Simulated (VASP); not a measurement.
Crystal: CaPtS3.

```
Ca Pt S
1.0
     3.31216    1.91228    5.40874
    -3.31216    1.91228    5.40874
     0.00000   -3.82456    5.40874
Ca Pt S
2 2 6
Cartesian
  0.0000 0.0000 12.1697
  0.0000 0.0000 4.0566
  0.0000 0.0000 8.1131
  0.0000 0.0000 0.0000
  1.9257 -0.4892 9.4653
  -0.5392 1.9123 9.4653
  -1.3865 -1.4231 9.4653
  -1.9257 0.4892 6.7609
  0.5392 -1.9123 6.7609
  1.3865 1.4231 6.7609
```

- Program: VASP 6.6.1
- Task: relaxation of cell and atoms
- Functional: PBE
- Potentials or basis: VASP PAW PBE potentials, release 64 (Ca_sv, Pt, S)
- Cutoff: 600 eV
- k mesh: 4 × 4 × 4
- Occupations: gaussian, width 0.1 eV
- Spin: no spin polarisation

At the start: pressure 0.9 GPa; volume 20.55 Å³/atom.

Problem. How do energy, volume and symmetry change on relaxing?

Solution. Over 12 steps the energy falls by 82.6 meV/atom and the volume is 19.49 Å³/atom (-5.2 %); space group R-3c (No. 167, to 0.1 Å) before and after.

Step by step:
| step | energy change (eV) | largest force (eV/Å) | pressure (GPa) | volume (Å³) |
| --- | --- | --- | --- | --- |
| 1 | 0.0000 | 0.5529 | 0.86 | 205.55 |
| 2 | -0.1991 | 0.4570 | -1.10 | 208.77 |
| 3 | -0.3550 | 0.2691 | -4.01 | 213.92 |
| 4 | -0.4644 | 0.2299 | -3.55 | 211.50 |
| 5 | -0.7114 | 0.0963 | -1.99 | 204.12 |
| 6 | -0.7458 | 0.2570 | 2.05 | 188.76 |
| 7 | -0.8188 | 0.0739 | -0.11 | 196.33 |
| 8 | -0.8200 | 0.0904 | 0.08 | 195.61 |
| 9 | -0.8200 | 0.0992 | 0.18 | 195.23 |
| 10 | -0.8225 | 0.0884 | 0.07 | 195.32 |
| 11 | -0.8249 | 0.0621 | -0.23 | 195.51 |
| 12 | -0.8260 | 0.0348 | 0.06 | 194.90 |

Final structure:
```
Ca Pt S
1.0
     3.51466    2.02919    4.55468
    -3.51466    2.02919    4.55468
     0.00000   -4.05838    4.55468
Ca Pt S
2 2 6
Direct
  0.75000 0.75000 0.75000
  0.25000 0.25000 0.25000
  0.50000 0.50000 0.50000
  0.00000 0.00000 0.00000
  0.85725 0.25000 0.64275
  0.64275 0.85725 0.25000
  0.25000 0.64275 0.85725
  0.14275 0.75000 0.35725
  0.35725 0.14275 0.75000
  0.75000 0.35725 0.14275
```
